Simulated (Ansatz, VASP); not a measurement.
One calculation of SrTiO3, two programs

File INCAR:

```
SYSTEM = SrTiO3
  PREC = Accurate
  ENCUT = 520
  EDIFF = 1E-6
  ISMEAR = 0
  SIGMA = 0.01
  LREAL = .FALSE.
  LASPH = .TRUE.
  NELM = 80
  ALGO = Normal
  ISIF = 2
  LWAVE = .FALSE.
  LCHARG = .FALSE.
  GGA = PE
  NBANDS = 28
```

The input KPOINTS:

```
Automatic mesh
0
G
  6 6 6
  0 0 0
```

POSCAR

```
SrTiO3
1.0
    4.0136397273      0.0000000000      0.0000000000
    0.0000000000      4.0136397273      0.0000000000
    0.0000000000      0.0000000000      4.0136397273
Sr Ti O
1 1 3
Direct
    0.0000000000      0.0000000000      0.0000000000
    0.5000000000      0.5000000000      0.5000000000
    0.5000000000      0.0000000000      0.5000000000
    0.5000000000      0.5000000000      0.0000000000
    0.0000000000      0.5000000000      0.5000000000
```

Input for Ansatz:

```yaml
crystal:
  lattice:
    - [4.0136397273, 0.0, 0.0]
    - [0.0, 4.0136397273, 0.0]
    - [0.0, 0.0, 4.0136397273]
  atoms:
    - { symbol: Sr, position: [0.0, 0.0, 0.0] }
    - { symbol: Ti, position: [0.5, 0.5, 0.5] }
    - { symbol: O, position: [0.5, 0.0, 0.5] }
    - { symbol: O, position: [0.5, 0.5, 0.0] }
    - { symbol: O, position: [0.0, 0.5, 0.5] }
kpoints:
  mp_grid: { grid: [6, 6, 6] }
hamiltonian:
  xc: pbe
scf:
  occupations: { method: fixed }
  n_extra_bands: 5
output:
  forces: true
  stress: true
  eigenvalues: true
```

Alike in both runs: task single point; functional PBE; k mesh 6 × 6 × 6; no spin polarisation.

|  | VASP | Ansatz |
| --- | --- | --- |
| version | VASP 6.6.1 | Ansatz 0.2.0 |
| potentials or method | VASP PAW PBE potentials, release 64 (Sr_sv, Ti_sv, O) | plane waves, PAW |
| plane-wave cutoff (eV) | 520 | 420 |
| occupations | gaussian, width 0.01 eV | fixed |
| valence electrons in the cell | 40 | 40 |

Ansatz gave:

```
gap on the k mesh at the Fermi level (eV) : 1.73
pressure (GPa)                            : -8.7
```

Question: Estimate VASP's values.

Answer: gap on the k mesh at the Fermi level (eV): 1.70; pressure (GPa): -8.2.
